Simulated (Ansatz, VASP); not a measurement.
# BN: VASP beside Ansatz

```xyz
2
Lattice="0.0000 1.8075 1.8075 1.8075 0.0000 1.8075 1.8075 1.8075 0.0000" Properties=species:S:1:pos:R:3 pbc="T T T"
B     0.0000    0.0000    0.0000
N     0.9038    0.9038    0.9038
```

Alike in both runs: task relaxation of cell and atoms; functional LDA; k mesh 12 × 12 × 12; occupations fermi-dirac, width 0.02 eV; no spin polarisation.

|  | VASP | Ansatz |
| --- | --- | --- |
| version | VASP 6.6.1 | Ansatz 0.2.0 |
| potentials or method | VASP PAW LDA potentials, release 64 (B, N), cutoff 600 eV | PAW plane waves |
| valence electrons in the cell | 8 | 8 |

|  | VASP | Ansatz | Ansatz less VASP |
| --- | --- | --- | --- |
| gap on the k mesh at the Fermi level, each at its own relaxed structure (eV) | 4.38 | 4.39 | +0.013 |
| relaxed volume (Å³/atom) | 5.75 | 5.73 | -0.014 |
| relaxed cell length with the largest relative difference (Å) | 2.533 | 2.531 | -0.0020 |

Ansatz warns that its potentials were made for another functional, while VASP's fit it. LDA's correlation is that of Perdew and Zunger in VASP and of Perdew and Wang (1992) in Ansatz.
